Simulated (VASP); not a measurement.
# Al5GaN6 (an interface model) in VASP: single point with PBEsol

Aim: the single point of Al5GaN6 (an interface model) with PBEsol.

Program: VASP 6.6.1. These are calculated values, not measurements. Logs are shortened: lines on timing, memory, paths and dates and some standing lists are left out, and cuts for length are marked.

## 1. The cell of the first run

The cell holds layers of an interface, 12 atoms: a = 3.096 Å, b = 3.096 Å, c = 15.287 Å, α = 90.00°, β = 90.00°, γ = 120.00°.

## 2. Single point, PBEsol

File INCAR:

```
PREC     = Accurate       # precision mode
ENCUT    = 520            # plane-wave cutoff, eV
EDIFF    = 1E-6           # SCF threshold, eV
ISMEAR   = 0              # smearing method
SIGMA    = 0.01           # smearing width, eV
LREAL    = False          # projectors in reciprocal space
LASPH    = True           # aspherical terms in the spheres
NELM     = 120            # most SCF steps
ALGO     = Normal         # electronic algorithm
ISIF     = 2              # what is computed and relaxed
LWAVE    = False          # write WAVECAR
LCHARG   = False          # write CHGCAR
GGA      = PS             # functional
NBANDS   = 41             # bands
GGA_COMPAT= False        
ISYM     = -1
```

File KPOINTS:

```
explicit points
1
Reciprocal
  0.50000000   0.50000000   0.50000000 1
```

File POSCAR:

```
Al5GaN6
1.0
    2.1888610000     -2.1888610000      0.0000000000
    0.0000000000      2.1888610000     -2.1888610000
    8.8256770000      8.8256770000      8.8256770000
Ga Al N
1 5 6
Direct
    0.9814790000      0.9746050000      0.9967050000
    0.0097610000      0.0178300000      0.5045700000
    0.3105750000      0.6548680000      0.1734350000
    0.3457630000      0.6667850000      0.6662250000
    0.6564270000      0.3269790000      0.3365670000
    0.6642280000      0.3275290000      0.8329380000
    0.9917740000      0.0048670000      0.1302480000
    0.0081750000      0.9961120000      0.6311610000
    0.3185850000      0.6529300000      0.2947720000
    0.3460030000      0.6662930000      0.7949230000
    0.6463780000      0.3444800000      0.4571440000
    0.6395070000      0.3391050000      0.9559190000
```

Potentials or basis: VASP PAW PBE potentials, release 64 (Ga_d, Al, N).

Started as:

```console
$ cat potpaw_PBE.64/Ga_d/POTCAR potpaw_PBE.64/Al/POTCAR potpaw_PBE.64/N/POTCAR > POTCAR
$ mpirun -np 1 vasp_std > vasp.out
```

OUTCAR:

```text
PREC = Accurate
   ENCUT = 520
   EDIFF = 1E-6
   ISMEAR = 0
   LREAL = False
   LASPH = True
   NELM = 120
   ISIF = 2
   GGA = PS
   ISYM = -1

 ion  position               nearest neighbor table
   1  0.981  0.975  0.997-  12 1.82  12 1.87  12 1.99   7 2.04   6 3.05   6 3.08   6 3.10
   2  0.010  0.018  0.505-  11 1.85   8 1.94  11 1.95  11 1.99   4 3.02   4 3.05   4 3.08   5 3.10
                             5 3.12   5 3.17
   3  0.311  0.655  0.173-   9 1.86   7 1.86   7 1.91   7 1.94   5 3.05   5 3.08   5 3.08
   4  0.346  0.667  0.666-   8 1.85   8 1.87   8 1.88  10 1.97   2 3.02   2 3.05   2 3.08   6 3.10
                             6 3.10   6 3.14
   5  0.656  0.327  0.337-  11 1.84   9 1.89   9 1.89   9 1.92   3 3.05   3 3.08   3 3.08   2 3.10
                             2 3.12   2 3.17
   6  0.664  0.328  0.833-  10 1.85  10 1.87  12 1.88  10 1.92   1 3.05   1 3.08   4 3.10   1 3.10
                             4 3.10   4 3.14
   7  0.992  0.005  0.130-   3 1.86   3 1.91   3 1.94   1 2.04
   8  0.008  0.996  0.631-   4 1.85   4 1.87   4 1.88   2 1.94
   9  0.319  0.653  0.295-   3 1.86   5 1.89   5 1.89   5 1.92
  10  0.346  0.666  0.795-   6 1.85   6 1.87   6 1.92   4 1.97
  11  0.646  0.344  0.457-   5 1.84   2 1.85   2 1.95   2 1.99
  12  0.640  0.339  0.956-   1 1.82   1 1.87   6 1.88   1 1.99

IMPORTANT INFORMATION: All symmetrisations will be switched off!
NOSYMM: (Re-)initialisation of all symmetry stuff for point group C_1.

----------------------------------------------------------------------------------------

                                     Primitive cell

  volume of cell :     126.8544

  direct lattice vectors                    reciprocal lattice vectors
     2.188861000 -2.188861000  0.000000000     0.304572409 -0.152286204 -0.152286204
     0.000000000  2.188861000 -2.188861000     0.152286204  0.152286204 -0.304572409
     8.825677000  8.825677000  8.825677000     0.037768585  0.037768585  0.037768585

  length of vectors
     3.095516912  3.095516912 15.286520975     0.373023495  0.373023495  0.065417108

  position of ions in fractional coordinates (direct lattice)
     0.981479000  0.974605000  0.996705000
     0.009761000  0.017830000  0.504570000
     0.310575000  0.654868000  0.173435000
     0.345763000  0.666785000  0.666225000
     0.656427000  0.326979000  0.336567000
     0.664228000  0.327529000  0.832938000
     0.991774000  0.004867000  0.130248000
     0.008175000  0.996112000  0.631161000
     0.318585000  0.652930000  0.294772000
     0.346003000  0.666293000  0.794923000
     0.646378000  0.344480000  0.457144000
     0.639507000  0.339105000  0.955919000

  ion indices of the primitive-cell ions
   primitive index   ion index
                 1           1
                 2           2
                 3           3
                 4           4
                 5           5
                 6           6
                 7           7
                 8           8
                 9           9
                10          10
                11          11
                12          12

----------------------------------------------------------------------------------------

 KPOINTS: explicit points

Read explicit list of k-points.

 Found      1 k-points:

 Following reciprocal coordinates:
            Coordinates               Weight
  0.500000  0.500000  0.500000      1.000000
   k-points           NKPTS =      1   k-points in BZ     NKDIM =      1   number of bands    NBANDS=     41
   number of dos      NEDOS =    301   number of ions     NIONS =     12
   total plane-waves  NPLWV =  69120
   dimension x,y,z NGX =    24 NGY =   24 NGZ =  120
   dimension x,y,z NGXF=    48 NGYF=   48 NGZF=  240
   ions per type =               1   5   6
   NGX,Y,Z   is equivalent  to a cutoff of  12.89, 12.89, 13.05 a.u.
   NGXF,Y,Z  is equivalent  to a cutoff of  25.78, 25.78, 26.10 a.u.
 SYSTEM =  unknown system
   PREC   = accura    normal or accurate (medium, high low for compatibility)
   ISTART =      0    job   : 0-new  1-cont  2-samecut
   ICHARG =      2    charge: 1-file 2-atom 10-const
   ISPIN  =      1    spin polarized calculation?
   LNONCOLLINEAR =      F non collinear calculations
   LSORBIT =      F    spin-orbit coupling
   LASPH  =      T    aspherical Exc in radial PAW
   ENCUT  =  520.0 eV  38.22 Ry    6.18 a.u.   5.76  5.76 28.42*2*pi/ulx,y,z
   NELM   =    120;   NELMIN=  2; NELMDL= -5     # of ELM steps
   EDIFF  = 0.1E-05   stopping-criterion for ELM
   LREAL  =      F    real-space projection
   EDIFFG = 0.1E-04   stopping-criterion for IOM
   NSW    =      0    number of steps for IOM
   IBRION =     -1    ionic relax: 0-MD 1-quasi-New 2-CG
   NFREE  =      0    steps in history (QN), initial steepest desc. (CG)
   ISIF   =      2    stress and relaxation
   ISYM   =     -1    0-nonsym 1-usesym 2-fastsym
   POTIM  = 0.5000    time-step for ionic-motion
   TEBEG  =    0.0;   TEEND  =   0.0 temperature during run
   PSTRESS=    0.0 pullay stress
   NELECT =      58.0000    total number of electrons
   NUPDOWN=      -1.0000    fix difference up-down
   EMIN   =  10.00;   EMAX   =-10.00  energy-range for DOS
   EFERMI =   0.00;   METHOD = LEGACY
   ISMEAR =     0;   SIGMA  =   0.01  broadening in eV -4-tet -1-fermi 0-gaus
   EFERMI_NEDOS =   21; number of points for ismear=-14 and -15
   IALGO  =     38    algorithm
   IMIX   =      4    mixing-type and parameters
     AMIX     =   0.40;   BMIX     =  1.00
     AMIX_MAG =   1.60;   BMIX_MAG =  1.00
  volume/ion in A,a.u.               =      10.57        71.34
  Fermi-wavevector in a.u.,A,eV,Ry     =   1.261195  2.383313 21.641605  1.590613
  Thomas-Fermi vector in A             =   2.394666
   LORBIT       =      0    0 simple, 1 ext, 2 COOP (PROOUT), +10 PAW based schemes
   GGA     = PS    functional components
   LHFCALC =     F    Hartree Fock is set to
   AEXX    =    0.0000 exact exchange contribution
   IVDW    =     0    specifies the selected vdW correction
   LEPSILON=     F    determine dielectric tensor
   LRPA    =     F    only Hartree local field effects (RPA)
 non-spin polarized calculation
 Gauss-broadening in eV      SIGMA  =   0.01
  energy-cutoff  :      520.00
  volume of cell :      126.85
 maximum number of plane-waves:      3424
 NGX is ok and might be reduce to    24
   NGX = 11   NGY = 11   NGZ = 57

 number of electron      58.0000002 magnetization

 Free energy of the ion-electron system (eV)
  ---------------------------------------------------
  ext. energy  EPLUGINS =         0.00000000
  ---------------------------------------------------
  free energy    TOTEN  =       -95.57272373 eV

  energy without entropy =      -95.57272373  energy(sigma->0) =      -95.57272373

 E-fermi :   5.8468     XC(G=0): -11.2105

 val. band max:        5.7928795020   @ k =   0.5000   0.5000   0.5000
 cond. band min:       8.8253198576   @ k =   0.5000   0.5000   0.5000
 fundamental gap:      3.0324403556
 Fermi energy:         5.8468187144

 k-point     1 :       0.5000    0.5000    0.5000
  band No.  band energies     occupation
      1      -8.5062      2.00000
      2      -7.8314      2.00000
      3      -7.2097      2.00000
      4      -6.9153      2.00000
      5      -6.8784      2.00000
      6      -6.7113      2.00000
[... 33 lines left out ...]
     40      15.4903      0.00000
     41      15.8278      0.00000

------------------------ aborting loop because EDIFF is reached ----------------------------------------

  FORCE on cell =-STRESS in cart. coord.  units (eV):
  Direction    XX          YY          ZZ          XY          YZ          ZX
  --------------------------------------------------------------------------------------
  -------------------------------------------------------------------------------------
  Total        1.1499085     -2.6200791      1.0920595     -3.3627566     -4.2566363     -8.3291238
  in kB       14.5233972    -33.0917192     13.7927616    -42.4717709    -53.7615119   -105.1972163
  external PRESSURE =      -1.5918535 kB  Pullay stress =       0.0000000 kB

 VOLUME and BASIS-vectors are now :
 -----------------------------------------------------------------------------
  energy-cutoff  :      520.00
  volume of cell :      126.85
      direct lattice vectors                 reciprocal lattice vectors
     2.188861000 -2.188861000  0.000000000     0.304572409 -0.152286204 -0.152286204
     0.000000000  2.188861000 -2.188861000     0.152286204  0.152286204 -0.304572409
     8.825677000  8.825677000  8.825677000     0.037768585  0.037768585  0.037768585

 POSITION                                       TOTAL-FORCE (eV/Angst)
 -----------------------------------------------------------------------------------
     10.94492      8.78155      6.66332         0.624816      3.601648     -0.865638
      4.47454      4.47083      4.41414        -0.736142     -1.200163      0.762546
      2.21049      2.28429      0.09727         0.603302     -2.035293     -0.569546
      6.63671      6.58256      4.42039         1.966199     -0.263916      2.316338
      4.40726      2.24932      2.25472         0.200630     -1.757566      0.580905
      8.80514      6.61425      6.63433         1.628923     -1.434173      0.946471
      3.32038     -1.01068      1.13887        -1.688735      1.012243     -0.449182
      5.58832      7.73288      3.39007        -1.763672      0.525110     -2.222170
      3.29890      3.33340      1.17239        -0.309578      1.705889     -0.680372
      7.77309      7.71680      5.55731        -2.331614      0.915192     -1.590747
      5.44944      3.37379      3.28059         1.441035      1.783124      0.114105
      9.83642      7.77909      7.69438         0.364836     -2.852095      1.657291
 -----------------------------------------------------------------------------------
    total drift:                                0.000587      0.000065      0.000017

  FREE ENERGIE OF THE ION-ELECTRON SYSTEM (eV)
  ---------------------------------------------------
  free  energy   TOTEN  =       -95.5727237268 eV

  energy  without entropy=      -95.5727237268  energy(sigma->0) =      -95.57272373
```

Wall time 22 s (1 thread of Intel Xeon 6975P-C (Granite Rapids), shared host); peak memory 0.22 GiB.

Results:

```
Free energy   : -95.5727 eV
Pressure      : -0.2 GPa
Largest force : 3.757 eV/Å
```

Forces on the atoms (eV/Å):
```
Ga   0.625  3.602 -0.866
Al  -0.736 -1.200  0.763
Al   0.603 -2.035 -0.570
Al   1.966 -0.264  2.316
Al   0.201 -1.758  0.581
Al   1.629 -1.434  0.946
N   -1.689  1.012 -0.449
N   -1.764  0.525 -2.222
N   -0.310  1.706 -0.680
N   -2.332  0.915 -1.591
N    1.441  1.783  0.114
N    0.365 -2.852  1.657
```

Caveat: the PAW data sets were made with another functional, which shifts forces and pressure a little.
